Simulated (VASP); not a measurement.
# P4Pt (Pm-3m) in VASP: further runs

P4Pt is run at these levels: PBE; tasks: single point, relaxation of cell and atoms.

Everything below comes from runs of VASP 6.6.1. Logs are shortened: lines on timing, memory, paths and dates and some standing lists are left out, and cuts for length are marked.

## Step 1: The cell of the first run

It takes space group Pm-3m (No. 221, cubic). Conventional cell: a = 4.668 Å, b = 4.668 Å, c = 4.668 Å, α = 90.00°, β = 90.00°, γ = 90.00°. P (site symmetry 4/mmm) has 2 Pt at 2.33 Å within 3.1 Å. Within 4.3 Å of P (site symmetry m-3m) lie 12 P at 3.30 Å and 8 Pt at 4.04 Å. Within 3.1 Å of Pt (site symmetry m-3m) lie 6 P at 2.33 Å.

## Step 2: Single point, PBE

File INCAR:

```
ALGO     = Normal         # electronic algorithm
EDIFF    = 1E-6           # SCF threshold, eV
ENCUT    = 520            # plane-wave cutoff, eV
GGA      = PE             # functional
ISIF     = 2              # what is computed and relaxed
ISMEAR   = 0              # smearing method
LASPH    = True           # aspherical terms in the spheres
LCHARG   = False          # write CHGCAR
LREAL    = False          # projectors in reciprocal space
LWAVE    = False          # write WAVECAR
NBANDS   = 23             # bands
NELM     = 100            # most SCF steps
PREC     = Accurate       # precision mode
SIGMA    = 0.1            # smearing width, eV
```

File KPOINTS:

```
k-points
0
Gamma
  8 8 8
```

File POSCAR:

```
P4Pt
1.0
    4.6683613666      0.0000000000      0.0000000000
    0.0000000000      4.6683613666      0.0000000000
    0.0000000000      0.0000000000      4.6683613666
P Pt
4 1
Direct
    0.0000000000      0.5000000000      0.5000000000
    0.5000000000      0.0000000000      0.5000000000
    0.5000000000      0.5000000000      0.0000000000
    0.0000000000      0.0000000000      0.0000000000
    0.5000000000      0.5000000000      0.5000000000
```

Potentials or basis: VASP PAW PBE potentials, release 64 (P, Pt).

Run with:

```
$ cat potpaw_PBE.64/P/POTCAR potpaw_PBE.64/Pt/POTCAR > POTCAR
$ mpirun -np 1 vasp_std > vasp.out
```

OUTCAR:

```text
EDIFF = 1E-6
   ENCUT = 520
   GGA = PE
   ISIF = 2
   ISMEAR = 0
   LASPH = True
   LREAL = False
   NELM = 100
   PREC = Accurate

 ion  position               nearest neighbor table
   1  0.000  0.500  0.500-   5 2.33   5 2.33
   2  0.500  0.000  0.500-   5 2.33   5 2.33
   3  0.500  0.500  0.000-   5 2.33   5 2.33
   4  0.000  0.000  0.000-
   5  0.500  0.500  0.500-   1 2.33   2 2.33   3 2.33   3 2.33   2 2.33   1 2.33

  LATTYP: Found a simple cubic cell.
 ALAT       =     4.6683613666

  Lattice vectors:

 A1 = (   4.6683613666,   0.0000000000,   0.0000000000)
 A2 = (   0.0000000000,   4.6683613666,   0.0000000000)
 A3 = (   0.0000000000,   0.0000000000,   4.6683613666)

Analysis of symmetry for initial positions (statically):
=====================================================================
 Subroutine PRICEL returns:
 Original cell was already a primitive cell.

 Routine SETGRP: Setting up the symmetry group for a
 simple cubic supercell.

 Subroutine GETGRP returns: Found 48 space group operations
 (whereof 48 operations were pure point group operations)
 out of a pool of 48 trial point group operations.

The static configuration has the point symmetry O_h .

Analysis of symmetry for dynamics (positions and initial velocities):
=====================================================================
 Subroutine PRICEL returns:
 Original cell was already a primitive cell.

 Routine SETGRP: Setting up the symmetry group for a
 simple cubic supercell.

 Subroutine GETGRP returns: Found 48 space group operations
 (whereof 48 operations were pure point group operations)
 out of a pool of 48 trial point group operations.

The dynamic configuration has the point symmetry O_h .

 Subroutine INISYM returns: Found 48 space group operations
 (whereof 48 operations are pure point group operations),
 and found     1 'primitive' translations

----------------------------------------------------------------------------------------

                                     Primitive cell

  volume of cell :     101.7404

  direct lattice vectors                    reciprocal lattice vectors
     4.668361367  0.000000000  0.000000000     0.214207925  0.000000000  0.000000000
     0.000000000  4.668361367  0.000000000     0.000000000  0.214207925  0.000000000
     0.000000000  0.000000000  4.668361367     0.000000000  0.000000000  0.214207925

  length of vectors
     4.668361367  4.668361367  4.668361367     0.214207925  0.214207925  0.214207925

  position of ions in fractional coordinates (direct lattice)
     0.000000000  0.500000000  0.500000000
     0.500000000  0.000000000  0.500000000
     0.500000000  0.500000000  0.000000000
     0.000000000  0.000000000  0.000000000
     0.500000000  0.500000000  0.500000000

  ion indices of the primitive-cell ions
   primitive index   ion index
                 1           1
                 2           2
                 3           3
                 4           4
                 5           5

----------------------------------------------------------------------------------------

 KPOINTS: k-points

Automatic generation of k-mesh.
 Grid dimensions read from file:
 generate k-points for:    8    8    8

 Generating k-lattice:

  Cartesian coordinates                     Fractional coordinates (reciprocal lattice)
     0.026775991  0.000000000  0.000000000     0.125000000  0.000000000  0.000000000
     0.000000000  0.026775991  0.000000000     0.000000000  0.125000000  0.000000000
     0.000000000  0.000000000  0.026775991     0.000000000  0.000000000  0.125000000

  Length of vectors
     0.026775991  0.026775991  0.026775991

  Shift w.r.t. Gamma in fractional coordinates (k-lattice)
     0.000000000  0.000000000  0.000000000

 Subroutine IBZKPT returns following result:
 ===========================================

 Found     35 irreducible k-points:

 Following reciprocal coordinates:
            Coordinates               Weight
  0.000000  0.000000  0.000000      1.000000
  0.125000  0.000000  0.000000      6.000000
  0.250000  0.000000  0.000000      6.000000
  0.375000  0.000000  0.000000      6.000000
  0.500000  0.000000  0.000000      3.000000
  0.125000  0.125000  0.000000     12.000000
[... 16 lines left out ...]
  0.375000  0.375000  0.125000     24.000000
  0.500000  0.375000  0.125000     24.000000
 [... further k-points ...]
   k-points           NKPTS =     35   k-points in BZ     NKDIM =     35   number of bands    NBANDS=     23
   number of dos      NEDOS =    301   number of ions     NIONS =      5
   total plane-waves  NPLWV =  46656
   dimension x,y,z NGX =    36 NGY =   36 NGZ =   36
   dimension x,y,z NGXF=    72 NGYF=   72 NGZF=   72
   ions per type =               4   1
   NGX,Y,Z   is equivalent  to a cutoff of  12.82, 12.82, 12.82 a.u.
   NGXF,Y,Z  is equivalent  to a cutoff of  25.64, 25.64, 25.64 a.u.
 SYSTEM =  unknown system
   PREC   = accura    normal or accurate (medium, high low for compatibility)
   ISTART =      0    job   : 0-new  1-cont  2-samecut
   ICHARG =      2    charge: 1-file 2-atom 10-const
   ISPIN  =      1    spin polarized calculation?
   LNONCOLLINEAR =      F non collinear calculations
   LSORBIT =      F    spin-orbit coupling
   LASPH  =      T    aspherical Exc in radial PAW
   ENCUT  =  520.0 eV  38.22 Ry    6.18 a.u.   8.68  8.68  8.68*2*pi/ulx,y,z
   NELM   =    100;   NELMIN=  2; NELMDL= -5     # of ELM steps
   EDIFF  = 0.1E-05   stopping-criterion for ELM
   LREAL  =      F    real-space projection
   EDIFFG = 0.1E-04   stopping-criterion for IOM
   NSW    =      0    number of steps for IOM
   IBRION =     -1    ionic relax: 0-MD 1-quasi-New 2-CG
   NFREE  =      0    steps in history (QN), initial steepest desc. (CG)
   ISIF   =      2    stress and relaxation
   ISYM   =      2    0-nonsym 1-usesym 2-fastsym
   POTIM  = 0.5000    time-step for ionic-motion
   TEBEG  =    0.0;   TEEND  =   0.0 temperature during run
   PSTRESS=    0.0 pullay stress
   NELECT =      30.0000    total number of electrons
   NUPDOWN=      -1.0000    fix difference up-down
   EMIN   =  10.00;   EMAX   =-10.00  energy-range for DOS
   EFERMI =   0.00;   METHOD = LEGACY
   ISMEAR =     0;   SIGMA  =   0.10  broadening in eV -4-tet -1-fermi 0-gaus
   EFERMI_NEDOS =   21; number of points for ismear=-14 and -15
   IALGO  =     38    algorithm
   IMIX   =      4    mixing-type and parameters
     AMIX     =   0.40;   BMIX     =  1.00
     AMIX_MAG =   1.60;   BMIX_MAG =  1.00
  volume/ion in A,a.u.               =      20.35       137.32
  Fermi-wavevector in a.u.,A,eV,Ry     =   1.089643  2.059126 16.154486  1.187321
  Thomas-Fermi vector in A             =   2.225850
   LORBIT       =      0    0 simple, 1 ext, 2 COOP (PROOUT), +10 PAW based schemes
   GGA     = PE    functional components
   LHFCALC =     F    Hartree Fock is set to
   AEXX    =    0.0000 exact exchange contribution
   IVDW    =     0    specifies the selected vdW correction
   LEPSILON=     F    determine dielectric tensor
   LRPA    =     F    only Hartree local field effects (RPA)
 non-spin polarized calculation
 Gauss-broadening in eV      SIGMA  =   0.10
  energy-cutoff  :      520.00
  volume of cell :      101.74
 maximum number of plane-waves:      2800
 NGX is ok and might be reduce to    36
   NGX = 17   NGY = 17   NGZ = 17

 number of electron      30.0000009 magnetization

 Free energy of the ion-electron system (eV)
  ---------------------------------------------------
  ext. energy  EPLUGINS =         0.00000000
  ---------------------------------------------------
  free energy    TOTEN  =       -22.37178465 eV

  energy without entropy =      -22.35037837  energy(sigma->0) =      -22.36108151

 E-fermi :   5.8190     XC(G=0): -10.1568

 val. band max:        5.8175055544   @ k =   0.3750   0.1250   0.0000
 cond. band min:       5.8270990961   @ k =   0.1250   0.1250   0.0000
 fundamental gap:      0.0095935417
 Fermi energy:         5.8189779553

 k-point     1 :       0.0000    0.0000    0.0000
  band No.  band energies     occupation
      1      -7.3388      2.00000
      2      -4.7098      2.00000
      3      -4.7098      2.00000
      4      -2.7275      2.00000
      5       1.1562      2.00000
      6       1.1562      2.00000
[... 15 lines left out ...]
     22       8.2572      0.00000
     23      10.8760      0.00000

 k-point     2 :       0.1250    0.0000    0.0000
  band No.  band energies     occupation
      1      -7.2494      2.00000
      2      -4.7071      2.00000
      3      -4.7015      2.00000
      4      -2.8039      2.00000
      5       0.8635      2.00000
      6       0.8983      2.00000
[... 15 lines left out ...]
     22       8.7265      0.00000
     23      11.1690      0.00000

 k-point     3 :       0.2500    0.0000    0.0000
  band No.  band energies     occupation
      1      -7.0002      2.00000
      2      -4.7727      2.00000
      3      -4.6813      2.00000
      4      -2.8913      2.00000
      5       0.0464      2.00000
      6       0.6647      2.00000
[... 15 lines left out ...]
     22      10.0661      0.00000
     23      12.0779      0.00000
[... 495 lines left out ...]
 k-point    23 :       0.3750    0.3750    0.1250
  band No.  band energies     occupation
      1      -5.8746      2.00000
      2      -4.6421      2.00000
      3      -4.5302      2.00000
      4      -3.3301      2.00000
      5      -1.0228      2.00000
      6      -0.7759      2.00000
[... 15 lines left out ...]
     22      12.2602      0.00000
     23      13.7362      0.00000

 k-point    24 :       0.5000    0.3750    0.1250
  band No.  band energies     occupation
      1      -5.6898      2.00000
      2      -4.6338      2.00000
      3      -4.5138      2.00000
      4      -3.3657      2.00000
      5      -1.3812      2.00000
      6      -0.8334      2.00000
[... 15 lines left out ...]
     22      13.1587      0.00000
     23      13.3978      0.00000

 [... further k-points ...]

------------------------ aborting loop because EDIFF is reached ----------------------------------------

  FORCE on cell =-STRESS in cart. coord.  units (eV):
  Direction    XX          YY          ZZ          XY          YZ          ZX
  --------------------------------------------------------------------------------------
  -------------------------------------------------------------------------------------
  Total       -0.0896450     -0.0896450     -0.0896450      0.0000000      0.0000000     -0.0000000
  in kB       -1.4117020     -1.4117020     -1.4117020      0.0000000      0.0000000     -0.0000000
  external PRESSURE =      -1.4117020 kB  Pullay stress =       0.0000000 kB

 VOLUME and BASIS-vectors are now :
 -----------------------------------------------------------------------------
  energy-cutoff  :      520.00
  volume of cell :      101.74
      direct lattice vectors                 reciprocal lattice vectors
     4.668361367  0.000000000  0.000000000     0.214207925  0.000000000  0.000000000
     0.000000000  4.668361367  0.000000000     0.000000000  0.214207925  0.000000000
     0.000000000  0.000000000  4.668361367     0.000000000  0.000000000  0.214207925

 POSITION                                       TOTAL-FORCE (eV/Angst)
 -----------------------------------------------------------------------------------
      0.00000      2.33418      2.33418         0.000000      0.000000      0.000000
      2.33418      0.00000      2.33418         0.000000      0.000000      0.000000
      2.33418      2.33418      0.00000         0.000000      0.000000      0.000000
      0.00000      0.00000      0.00000         0.000000      0.000000      0.000000
      2.33418      2.33418      2.33418         0.000000      0.000000      0.000000
 -----------------------------------------------------------------------------------
    total drift:                                0.000000      0.000000      0.000000

  FREE ENERGIE OF THE ION-ELECTRON SYSTEM (eV)
  ---------------------------------------------------
  free  energy   TOTEN  =       -22.3717846549 eV

  energy  without entropy=      -22.3503783734  energy(sigma->0) =      -22.36108151
```

Run time: 29 s. Hardware: 1 thread of Intel Xeon 6975P-C (Granite Rapids), shared host; peak memory 0.24 GiB.

What came out:

```
Free energy            : -22.3718 eV
Pressure               : -0.1 GPa
Band gap on the k mesh : zero (band 15 reaches 7.56 eV, above the bottom of band 16 at 5.03 eV)
```

Levels at points of the mesh, in eV from the Fermi level:
```csv
k point,band 12,band 13,band 14,band 15,band 16,band 17,band 18,band 19
"(0.00, 0.00, 0.00)",-2.11,-0.66,-0.66,-0.66,-0.30,-0.30,-0.30,2.32
"(0.50, 0.00, 0.00)",-1.36,-1.30,-1.23,-1.23,-0.79,0.26,0.26,1.38
"(0.50, 0.50, 0.00)",-2.54,-0.92,-0.85,-0.39,0.31,0.31,1.63,1.74
"(0.50, 0.50, 0.50)",-2.16,-2.16,1.74,1.74,1.74,2.73,2.73,2.73
```

Caveat: spin-orbit coupling is left out, which moves the levels of the heavy elements.

(Part 1 of 2 ends here.)
